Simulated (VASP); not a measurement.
# CdS (P6_3mc) in VASP: further runs

Runs on CdS. Level: r2SCAN. Tasks: single point.

Program: VASP 6.6.1. These are calculated values, not measurements. Logs are shortened: lines on timing, memory, paths and dates and some standing lists are left out, and cuts for length are marked.

### 1 The cell of the first run

Symmetry: P6_3mc, No. 186, hexagonal system. Conventional cell: a = 3.721 Å, b = 3.721 Å, c = 6.749 Å, α = 90.00°, β = 90.00°, γ = 120.00°. Cd (site symmetry 3m) has 4 S at 2.28 to 2.60 Å within 3.0 Å. Within 3.0 Å of S (site symmetry 3m) lie 4 Cd at 2.28 to 2.60 Å.

### 2 Single point, r2SCAN (strain -0.1000 x Voigt [1, 1, 0, 0, 0, 0])

The input, POSCAR:

```
CdS
1.0
    3.7213192831      0.0000000000      0.0000000000
   -1.8606596415      3.2227570347      0.0000000000
    0.0000000000      0.0000000000      6.7490000000
Cd S
2 2
Direct
    0.3333333333      0.6666666667      0.0000000000
    0.6666666667      0.3333333333      0.5000000000
    0.3333333333      0.6666666667      0.3850000000
    0.6666666667      0.3333333333      0.8850000000
```

The input, INCAR.step1:

```
SYSTEM = CdS
  PREC = Accurate
  ENCUT = 520
  ISMEAR = 0
  SIGMA = 0.05
  LREAL = .FALSE.
  LASPH = .TRUE.
  NELM = 100
  NBANDS = 26
  GGA = PE
  ALGO = Normal
  EDIFF = 1E-4
  LWAVE = .TRUE.
  LCHARG = .FALSE.
```

The input, INCAR.step2:

```
SYSTEM = CdS
  PREC = Accurate
  ENCUT = 520
  EDIFF = 1E-7
  ISMEAR = 0
  SIGMA = 0.05
  LREAL = .FALSE.
  LASPH = .TRUE.
  NELM = 100
  ALGO = Normal
  ISIF = 2
  LWAVE = .FALSE.
  LCHARG = .FALSE.
  METAGGA = R2SCAN
  LMIXTAU = .TRUE.
  NBANDS = 26
  ISTART = 1
```

The input, KPOINTS:

```
regular mesh
0
G
  12 12 4
  0 0 0
```

Potentials or basis: VASP PAW PBE potentials, release 64 (Cd, S).

Launch:

```
$ cat potpaw_PBE.64/Cd/POTCAR potpaw_PBE.64/S/POTCAR > POTCAR
$ cp INCAR.step1 INCAR
$ mpirun -np 1 vasp_std > vasp.out
$ cp INCAR.step2 INCAR
$ mpirun -np 1 vasp_std > vasp.out
```

OUTCAR:

```text
SYSTEM = CdS
   PREC = Accurate
   ENCUT = 520
   EDIFF = 1E-7
   ISMEAR = 0
   LREAL = .FALSE.
   LASPH = .TRUE.
   NELM = 100
   ISIF = 2
   METAGGA = R2SCAN
   ISTART = 1

 ion  position               nearest neighbor table
   1  0.333  0.667  0.000-   4 2.28   4 2.28   4 2.28   3 2.60
   2  0.667  0.333  0.500-   3 2.28   3 2.28   3 2.28   4 2.60
   3  0.333  0.667  0.385-   2 2.28   2 2.28   2 2.28   1 2.60
   4  0.667  0.333  0.885-   1 2.28   1 2.28   1 2.28   2 2.60

  LATTYP: Found a hexagonal cell.
 ALAT       =     3.7213192831
 C/A-ratio  =     1.8136041244

  Lattice vectors:

 A1 = (   3.7213192831,   0.0000000000,   0.0000000000)
 A2 = (  -1.8606596415,   3.2227570347,   0.0000000000)
 A3 = (   0.0000000000,   0.0000000000,   6.7490000000)

Analysis of symmetry for initial positions (statically):
=====================================================================
 Subroutine PRICEL returns:
 Original cell was already a primitive cell.

 Routine SETGRP: Setting up the symmetry group for a
 hexagonal supercell.

 Subroutine GETGRP returns: Found 12 space group operations
 (whereof  6 operations were pure point group operations)
 out of a pool of 24 trial point group operations.

The static configuration has the point symmetry C_3v.
 The point group associated with its full space group is C_6v.

Analysis of symmetry for dynamics (positions and initial velocities):
=====================================================================
 Subroutine PRICEL returns:
 Original cell was already a primitive cell.

 Routine SETGRP: Setting up the symmetry group for a
 hexagonal supercell.

 Subroutine GETGRP returns: Found 12 space group operations
 (whereof  6 operations were pure point group operations)
 out of a pool of 24 trial point group operations.

The dynamic configuration has the point symmetry C_3v.
 The point group associated with its full space group is C_6v.

 Subroutine INISYM returns: Found 12 space group operations
 (whereof  6 operations are pure point group operations),
 and found     1 'primitive' translations

----------------------------------------------------------------------------------------

                                     Primitive cell

  volume of cell :      80.9401

  direct lattice vectors                    reciprocal lattice vectors
     3.721319283  0.000000000  0.000000000     0.268721903  0.155146663  0.000000000
    -1.860659642  3.222757035  0.000000000     0.000000000  0.310293326  0.000000000
     0.000000000  0.000000000  6.749000000     0.000000000  0.000000000  0.148170099

  length of vectors
     3.721319283  3.721319283  6.749000000     0.310293326  0.310293326  0.148170099

  position of ions in fractional coordinates (direct lattice)
     0.333333333  0.666666667  0.000000000
     0.666666667  0.333333333  0.500000000
     0.333333333  0.666666667  0.385000000
     0.666666667  0.333333333  0.885000000

  ion indices of the primitive-cell ions
   primitive index   ion index
                 1           1
                 2           2
                 3           3
                 4           4

----------------------------------------------------------------------------------------

 KPOINTS: regular mesh

Automatic generation of k-mesh.
 Grid dimensions read from file:
 generate k-points for:   12   12    4

 Generating k-lattice:

  Cartesian coordinates                     Fractional coordinates (reciprocal lattice)
     0.022393492  0.012928889  0.000000000     0.083333333  0.000000000  0.000000000
     0.000000000  0.025857777  0.000000000     0.000000000  0.083333333  0.000000000
     0.000000000  0.000000000  0.037042525     0.000000000  0.000000000  0.250000000

  Length of vectors
     0.025857777  0.025857777  0.037042525

  Shift w.r.t. Gamma in fractional coordinates (k-lattice)
     0.000000000  0.000000000  0.000000000

 Subroutine IBZKPT returns following result:
 ===========================================

 Found     57 irreducible k-points:

 Following reciprocal coordinates:
[... 52 lines left out ...]
      6      -5.9273      2.00000
[... 18 lines left out ...]
     25      11.3223      0.00000
     26      12.2999      0.00000

 k-point     4 :       0.2500   -0.0000    0.0000
  band No.  band energies     occupation
      1     -11.1118      2.00000
      2     -10.7614      2.00000
      3      -5.9326      2.00000
      4      -5.9304      2.00000
      5      -5.8301      2.00000
      6      -5.8108      2.00000
[... 18 lines left out ...]
     25      11.6964      0.00000
     26      12.2577      0.00000

 k-point     5 :       0.3333   -0.0000    0.0000
  band No.  band energies     occupation
      1     -10.9385      2.00000
      2     -10.6750      2.00000
      3      -5.8530      2.00000
      4      -5.8446      2.00000
      5      -5.6945      2.00000
      6      -5.6571      2.00000
[... 18 lines left out ...]
     25      12.0977      0.00000
     26      13.6034      0.00000

 k-point     6 :       0.4167   -0.0000    0.0000
  band No.  band energies     occupation
      1     -10.8052      2.00000
      2     -10.6209      2.00000
      3      -5.8185      2.00000
      4      -5.8047      2.00000
      5      -5.6121      2.00000
      6      -5.5411      2.00000
[... 427 lines left out ...]
 k-point    21 :       0.0833    0.0000    0.2500
  band No.  band energies     occupation
      1     -11.3312      2.00000
      2     -10.9974      2.00000
      3      -6.0915      2.00000
      4      -6.0827      2.00000
      5      -6.0323      2.00000
      6      -6.0246      2.00000
[... 18 lines left out ...]
     25      11.2631      0.00000
     26      11.4467      0.00000

 k-point    22 :       0.1667    0.0000    0.2500
  band No.  band energies     occupation
      1     -11.2172      2.00000
      2     -10.9169      2.00000
      3      -6.0282      2.00000
      4      -6.0102      2.00000
      5      -5.9628      2.00000
      6      -5.9425      2.00000
[... 18 lines left out ...]
     25      11.3176      0.00000
     26      12.0254      0.00000

 k-point    23 :       0.2500   -0.0000    0.2500
  band No.  band energies     occupation
      1     -11.0589      2.00000
      2     -10.8106      2.00000
      3      -5.9170      2.00000
      4      -5.9153      2.00000
      5      -5.8478      2.00000
      6      -5.8293      2.00000
[... 18 lines left out ...]
     25      11.5469      0.00000
     26      12.8159      0.00000

 k-point    24 :       0.3333   -0.0000    0.2500
  band No.  band energies     occupation
      1     -10.8973      2.00000
      2     -10.7105      2.00000
      3      -5.8312      2.00000
      4      -5.8297      2.00000
      5      -5.7174      2.00000
      6      -5.7085      2.00000
[... 18 lines left out ...]
     25      12.0082      0.00000
     26      13.5867      0.00000

 [... further k-points ...]

------------------------ aborting loop because EDIFF is reached ----------------------------------------

  FORCE on cell =-STRESS in cart. coord.  units (eV):
  Direction    XX          YY          ZZ          XY          YZ          ZX
  --------------------------------------------------------------------------------------
  -------------------------------------------------------------------------------------
  Total       18.2486956     18.2486956      4.6316027      0.0000000      0.0000000      0.0000000
  in kB      361.2255677    361.2255677     91.6807080      0.0000000      0.0000000      0.0000000
  external PRESSURE =     271.3772811 kB  Pullay stress =       0.0000000 kB

 VOLUME and BASIS-vectors are now :
 -----------------------------------------------------------------------------
  energy-cutoff  :      520.00
  volume of cell :       80.94
      direct lattice vectors                 reciprocal lattice vectors
     3.721319283  0.000000000  0.000000000     0.268721903  0.155146663  0.000000000
    -1.860659642  3.222757035  0.000000000     0.000000000  0.310293326  0.000000000
     0.000000000  0.000000000  6.749000000     0.000000000  0.000000000  0.148170099

 POSITION                                       TOTAL-FORCE (eV/Angst)
 -----------------------------------------------------------------------------------
     -0.00000      2.14850      0.00000        -0.000000      0.000000      2.104641
      1.86066      1.07425      3.37450         0.000000     -0.000000      2.104641
     -0.00000      2.14850      2.59836        -0.000000     -0.000000     -2.104641
      1.86066      1.07425      5.97286        -0.000000      0.000000     -2.104641
 -----------------------------------------------------------------------------------
    total drift:                               -0.000000     -0.000000      0.005639

  FREE ENERGIE OF THE ION-ELECTRON SYSTEM (eV)
  ---------------------------------------------------
  free  energy   TOTEN  =       -57.4686735414 eV

  energy  without entropy=      -57.4686735414  energy(sigma->0) =      -57.46867354
```

Run time: 7.4 min. Hardware: 1 thread of Intel Xeon 8259CL, shared host; peak memory 0.27 GiB.

Results:

```yaml
Free_energy: -57.4687 eV
Pressure: 27.1 GPa
Largest_force: 2.105 eV/Å
Band_gap_on_the_k_mesh: 1.73 eV
```

Forces in eV/Å, atoms in the order of the input:
```
Cd   0.000  0.000  2.105
Cd   0.000  0.000  2.105
S    0.000  0.000 -2.105
S    0.000  0.000 -2.105
```

Stress tensor (GPa, compression positive):
```
36.12  0.00  0.00
 0.00 36.12  0.00
 0.00  0.00  9.17
```

Levels at points of the mesh, in eV from the valence-band top:
```
           k point  band 16  band 17  band 18  band 19  band 20  band 21
(0.00, 0.00, 0.00)    -0.74     0.00     0.00     1.73     3.90     6.02
(0.50, 0.00, 0.00)    -2.61    -2.14    -1.50     3.92     4.36     4.84
(0.00, 0.00, 0.50)    -0.39    -0.39    -0.39     3.77     3.77     6.05
(0.50, 0.00, 0.50)    -2.42    -2.08    -2.08     3.41     3.41     5.44
```

Caveat: the cell differs from its parent crystal (strain -0.1000 x Voigt [1, 1, 0, 0, 0, 0]); the cell stands under pressure; the PAW data sets were made with another functional, which shifts forces and pressure a little. A k mesh can miss the band edges.

### 3 Single point, r2SCAN (strain -0.0500 x Voigt [1, 1, 0, 0, 0, 0])

Edit POSCAR of step 2 so:

```diff
@@ -2,4 +2,4 @@
 1.0
-    3.7213192831      0.0000000000      0.0000000000
-   -1.8606596415      3.2227570347      0.0000000000
+    3.9280592432      0.0000000000      0.0000000000
+   -1.9640296216      3.4017990922      0.0000000000
     0.0000000000      0.0000000000      6.7490000000
```

The input, INCAR.step1:

```
  PREC = Accurate
  ENCUT = 520
  ISMEAR = 0
  SIGMA = 0.05
  LREAL = F
  LASPH = T
  NELM = 80
  NBANDS = 26
  GGA = PE
  ALGO = Normal
  EDIFF = 1E-4
  LWAVE = T
  LCHARG = F
```

The input, INCAR.step2:

```
  PREC = Accurate
  ENCUT = 520
  EDIFF = 1E-6
  ISMEAR = 0
  SIGMA = 0.05
  LREAL = F
  LASPH = T
  NELM = 80
  ALGO = Normal
  ISIF = 2
  LWAVE = F
  LCHARG = T
  METAGGA = R2SCAN
  LMIXTAU = T
  LELF = T
  LVHAR = T
  NBANDS = 26
  ISTART = 1
```

The input, KPOINTS:

```
Automatic mesh
0
Gamma
  12 12 4
```

Potentials or basis: VASP PAW PBE potentials, release 64 (Cd, S).

Launch:

```
$ cat potpaw_PBE.64/Cd/POTCAR potpaw_PBE.64/S/POTCAR > POTCAR
$ cp INCAR.step1 INCAR
$ mpirun -np 1 vasp_std > vasp.out
$ cp INCAR.step2 INCAR
$ mpirun -np 1 vasp_std > vasp.out
```

Run time: 10 min. Hardware: 1 thread of Intel Xeon 8259CL, shared host; peak memory 0.28 GiB.

The run converged. Its results:

```
Free energy            : -58.8761 eV
Pressure               : 10.9 GPa
Largest force          : 0.905 eV/Å
Band gap on the k mesh : 1.80 eV
```

Forces in eV/Å, atoms in the order of the input:
```
Cd   0.000  0.000  0.905
Cd   0.000  0.000  0.905
S    0.000  0.000 -0.905
S    0.000  0.000 -0.905
```

Stress tensor (GPa, compression positive):
```
14.71  0.00  0.00
 0.00 14.71  0.00
 0.00  0.00  3.41
```

Levels at points of the mesh, in eV from the valence-band top:
```csv
k point,band 16,band 17,band 18,band 19,band 20,band 21
"(0.00, 0.00, 0.00)",-0.31,0.00,0.00,1.80,3.54,6.68
"(0.50, 0.00, 0.00)",-2.22,-1.61,-1.14,4.21,4.34,5.11
"(0.00, 0.00, 0.50)",-0.38,-0.38,-0.38,3.54,3.54,6.40
"(0.50, 0.00, 0.50)",-1.79,-1.71,-1.71,3.75,3.75,5.62
```

Caveat: the cell differs from its parent crystal (strain -0.0500 x Voigt [1, 1, 0, 0, 0, 0]); the cell stands under pressure; the PAW data sets were made with another functional, which shifts forces and pressure a little. A k mesh can miss the band edges.

### 4 Single point, r2SCAN (strain +0.0250 x Voigt [1, 1, 0, 0, 0, 0])

Edit POSCAR of step 3 so:

```diff
@@ -2,4 +2,4 @@
 1.0
-    3.9280592432      0.0000000000      0.0000000000
-   -1.9640296216      3.4017990922      0.0000000000
+    4.2381691835      0.0000000000      0.0000000000
+   -2.1190845917      3.6703621784      0.0000000000
     0.0000000000      0.0000000000      6.7490000000
```

The input, INCAR.step1:

```
PREC     = Accurate       # precision mode
ENCUT    = 520            # plane-wave cutoff, eV
ISMEAR   = 0              # smearing method
SIGMA    = 0.05           # smearing width, eV
LREAL    = False          # projectors in reciprocal space
LASPH    = True           # aspherical terms in the spheres
NELM     = 80             # most SCF steps
NBANDS   = 26             # bands
GGA      = PE             # functional
ALGO     = Normal         # electronic algorithm
EDIFF    = 1E-4           # SCF threshold, eV
LWAVE    = True           # write WAVECAR
LCHARG   = False          # write CHGCAR
```

The input, INCAR.step2:

```
PREC     = Accurate       # precision mode
ENCUT    = 520            # plane-wave cutoff, eV
EDIFF    = 1E-6           # SCF threshold, eV
ISMEAR   = 0              # smearing method
SIGMA    = 0.05           # smearing width, eV
LREAL    = False          # projectors in reciprocal space
LASPH    = True           # aspherical terms in the spheres
NELM     = 80             # most SCF steps
ALGO     = Normal         # electronic algorithm
ISIF     = 2              # what is computed and relaxed
LWAVE    = False          # write WAVECAR
LCHARG   = False          # write CHGCAR
METAGGA  = R2SCAN         # meta-GGA
LMIXTAU  = True         
NBANDS   = 26             # bands
ISTART   = 1
```

KPOINTS is that of step 3.

Launch:

```
$ cat potpaw_PBE.64/Cd/POTCAR potpaw_PBE.64/S/POTCAR > POTCAR
$ cp INCAR.step1 INCAR
$ mpirun -np 1 vasp_std > vasp.out
$ cp INCAR.step2 INCAR
$ mpirun -np 1 vasp_std > vasp.out
```

Run time: 8 min. Hardware: 1 thread of Intel Xeon 8259CL, shared host; peak memory 0.31 GiB.

Results (log left out):

| Property | Result |
| --- | --- |
| Free energy | -59.3624 eV |
| Pressure | -1.6 GPa |
| Largest force | 0.092 eV/Å |
| Band gap on the k mesh | 1.55 eV |

Forces on the atoms (eV/Å):
```
Cd   0.000  0.000  0.092
Cd   0.000  0.000  0.092
S    0.000  0.000 -0.092
S    0.000  0.000 -0.092
```

Stress tensor (GPa, compression positive):
```
-1.70  0.00  0.00
 0.00 -1.70  0.00
 0.00  0.00 -1.39
```

Levels at points of the mesh, in eV from the valence-band top:
```
           k point  band 16  band 17  band 18  band 19  band 20  band 21
(0.00, 0.00, 0.00)    -0.03    -0.03     0.00     1.55     2.98     6.89
(0.50, 0.00, 0.00)    -1.80    -1.13    -0.76     4.08     4.12     5.52
(0.00, 0.00, 0.50)    -0.39    -0.39    -0.39     3.12     3.12     6.60
(0.50, 0.00, 0.50)    -1.31    -1.15    -1.15     3.89     3.89     5.73
```

Caveat: the cell differs from its parent crystal (strain +0.0250 x Voigt [1, 1, 0, 0, 0, 0]); the PAW data sets were made with another functional, which shifts forces and pressure a little. A k mesh can miss the band edges.

### 5 Single point, r2SCAN (strain +0.0750 x Voigt [1, 1, 0, 0, 0, 0])

Edit POSCAR of step 4 so:

```diff
@@ -2,4 +2,4 @@
 1.0
-    4.2381691835      0.0000000000      0.0000000000
-   -2.1190845917      3.6703621784      0.0000000000
+    4.4449091437      0.0000000000      0.0000000000
+   -2.2224545718      3.8494042359      0.0000000000
     0.0000000000      0.0000000000      6.7490000000
```

The input, INCAR.step1:

```
PREC = Accurate
ENCUT = 520
ISMEAR = 0
SIGMA = 0.05
LREAL = F
LASPH = T
NELM = 100
NBANDS = 26
GGA = PE
ALGO = Normal
EDIFF = 1E-4
LWAVE = T
LCHARG = F
```

The input, INCAR.step2:

```
PREC = Accurate
ENCUT = 520
EDIFF = 1E-6
ISMEAR = 0
SIGMA = 0.05
LREAL = F
LASPH = T
NELM = 100
ALGO = Normal
ISIF = 2
LWAVE = F
LCHARG = F
METAGGA = R2SCAN
LMIXTAU = T
NBANDS = 26
ISTART = 1
```

The input, KPOINTS:

```
regular mesh
0
Gamma
  12 12 4
```

Launch:

```
$ cat potpaw_PBE.64/Cd/POTCAR potpaw_PBE.64/S/POTCAR > POTCAR
$ cp INCAR.step1 INCAR
$ mpirun -np 1 vasp_std > vasp.out
$ cp INCAR.step2 INCAR
$ mpirun -np 1 vasp_std > vasp.out
```

It took 10 min on 1 thread of Intel Xeon 8259CL, shared host; peak memory 0.35 GiB.

Results (log left out):

- Free energy: -59.0690 eV
- Pressure: -5.6 GPa
- Largest force: 0.079 eV/Å
- Band gap on the k mesh: 1.25 eV

Forces in eV/Å, atoms in the order of the input:
```
Cd   0.000  0.000 -0.079
Cd   0.000  0.000 -0.079
S    0.000  0.000  0.079
S    0.000  0.000  0.079
```

Stress tensor (GPa, compression positive):
```
-6.71  0.00  0.00
 0.00 -6.71  0.00
 0.00  0.00 -3.26
```

Levels at points of the mesh, in eV from the valence-band top:
```tsv
k point	band 14	band 15	band 16	band 17	band 18	band 19	band 20	band 21	band 22	band 23
(0.00, 0.00, 0.00)	-0.79	-0.79	-0.10	-0.10	0.00	1.25	2.59	6.65	6.65	7.78
(0.50, 0.00, 0.00)	-2.92	-2.12	-1.64	-1.00	-0.63	3.78	3.84	5.65	6.51	7.40
(0.00, 0.00, 0.50)	-2.06	-0.45	-0.45	-0.45	-0.45	2.80	2.80	6.56	6.56	6.96
(0.50, 0.00, 0.50)	-3.51	-1.16	-1.16	-0.92	-0.92	3.77	3.77	5.66	5.66	7.82
```

Caveat: the cell differs from its parent crystal (strain +0.0750 x Voigt [1, 1, 0, 0, 0, 0]); the cell stands under tension; the PAW data sets were made with another functional, which shifts forces and pressure a little. A k mesh can miss the band edges.

### 6 Summary

```tsv
cell	gap on the mesh (eV)	pressure (GPa)	largest force (eV/Å)
a = 3.721, b = 3.721, c = 6.749 Å, angles 90.0, 90.0, 120.0°, 4 atoms	1.73	27.1	2.10
a = 3.928, b = 3.928, c = 6.749 Å, angles 90.0, 90.0, 120.0°, 4 atoms	1.80	10.9	0.90
a = 4.238, b = 4.238, c = 6.749 Å, angles 90.0, 90.0, 120.0°, 4 atoms	1.55	-1.6	0.09
a = 4.445, b = 4.445, c = 6.749 Å, angles 90.0, 90.0, 120.0°, 4 atoms	1.25	-5.6	0.08
```

Alike in all rows: task single point; level r2SCAN; potentials or basis VASP PAW PBE potentials, release 64 (Cd, S); no spin polarisation; k mesh 12 × 12 × 4; cutoff (eV) 520; smearing gaussian 0.05 eV.

Caveats: the PAW data sets were made with another functional, which shifts forces and pressure a little; the cell stands under pressure (at least some runs); the cell stands under tension (at least some runs).

Total energies depend on the potentials used, so only differences within one code and one set of settings carry meaning.
